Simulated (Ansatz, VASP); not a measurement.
Two plane-wave programs on Ti

The input INCAR:

```
SYSTEM = Ti
PREC = Accurate
ENCUT = 520
EDIFF = 1E-6
ISMEAR = 0
SIGMA = 0.15
LREAL = .False.
LASPH = .True.
NELM = 100
ALGO = Fast
ISIF = 2
LWAVE = .False.
LCHARG = .False.
GGA = PS
NBANDS = 12
```

File KPOINTS:

```
regular mesh
0
Gamma
  26 26 26
  0 0 0
```

The input POSCAR:

```
Ti
1.0
    0.0000000000      1.9265250939      1.9772231227
    1.9265250939      0.0000000000      1.9772231227
    1.9265250939      1.9265250939      0.0000000000
Ti
1
Direct
    0.0000000000      0.0000000000      0.0000000000
```

Input for Ansatz:

```yaml
crystal:
  lattice:
    - [0.0, 1.9265250939, 1.9772231227]
    - [1.9265250939, 0.0, 1.9772231227]
    - [1.9265250939, 1.9265250939, 0.0]
  atoms:
    - { symbol: Ti, position: [0.0, 0.0, 0.0] }
basis:
  ecutwfc: 420
kpoints:
  mp_grid: { grid: [26, 26, 26] }
hamiltonian:
  xc: pbesol
scf:
  occupations: { method: gaussian, width: 0.15 }
output:
  forces: true
  stress: true
  eigenvalues: true
```

Change from the starting cell: strain -0.050 along x and y, -0.025 along z, atoms carried along.

Alike in both runs: task single point; functional PBEsol; k mesh 26 × 26 × 26; occupations gaussian, width 0.15 eV; no spin polarisation.

```csv
,VASP,Ansatz
version,VASP 6.6.1,Ansatz 0.2.0
potentials or method,"VASP PAW PBE potentials, release 64 (Ti_sv), cutoff 520 eV","scalar-relativistic, plane waves, PAW"
valence electrons in the cell,12,12
```

```tsv
	VASP	Ansatz	Ansatz less VASP
gap on the k mesh at the Fermi level (eV)	none	none	-
pressure (GPa)	17.6	18.2	+0.57
traceless stress, the component that is largest in VASP (GPa)	-0.58	-0.56	+0.016
```

VASP's potentials were made for PBE, not for PBEsol. A gap of «none» marks a metal or a gap that the smearing closes.
